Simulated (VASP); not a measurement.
Runs of VASP 6.6.1 on CaO. The structure is that of space group Fm-3m (No. 225), or close to it. The cells are those of the table. 

```tsv
task	cell	cutoff (eV)	gap on the mesh (eV)	pressure (GPa)
single point	a = 3.335 Å, angles 60.0°, 2 atoms	520	(b)	4.7
relaxation of cell and atoms	relaxed to 10 GPa from a = 3.371 Å, angles 60.0°, 2 atoms	600	3.47	10.0
single point	a = 3.257 Å, angles 60.0°, 2 atoms	520	3.43	(a)
relaxation of cell and atoms	relaxed to 2 GPa from a = 3.371 Å, angles 60.0°, 2 atoms	600	3.52	2.0
single point	a = 3.311 Å, angles 60.0°, 2 atoms	520	(c)	7.8
relaxation of cell and atoms	relaxed to 4 GPa from a = 3.371 Å, angles 60.0°, 2 atoms	600	3.51	4.0
relaxation of cell and atoms	relaxed to 15 GPa from a = 3.371 Å, angles 60.0°, 2 atoms	600	3.44	15.0
relaxation of cell and atoms	relaxed to 1 GPa from a = 3.371 Å, angles 60.0°, 2 atoms	600	3.52	1.0
```

Alike in all rows: level PBEsol; potentials or basis VASP PAW PBE potentials, release 64 (Ca_sv, O); no spin polarisation; k mesh 10 × 10 × 10; smearing gaussian 0.01 eV.

**Question.** Fill in the values left out.

**Answer.** (a) 16.0; (b) 3.50; (c) 3.48.

Caveats: the PAW data sets were made with another functional, which shifts forces and pressure a little; the cell is relaxed towards a set pressure, so the run minimises the enthalpy, not the energy (at least some runs); the cell stands under pressure (at least some runs).

A k mesh can miss the band edges.
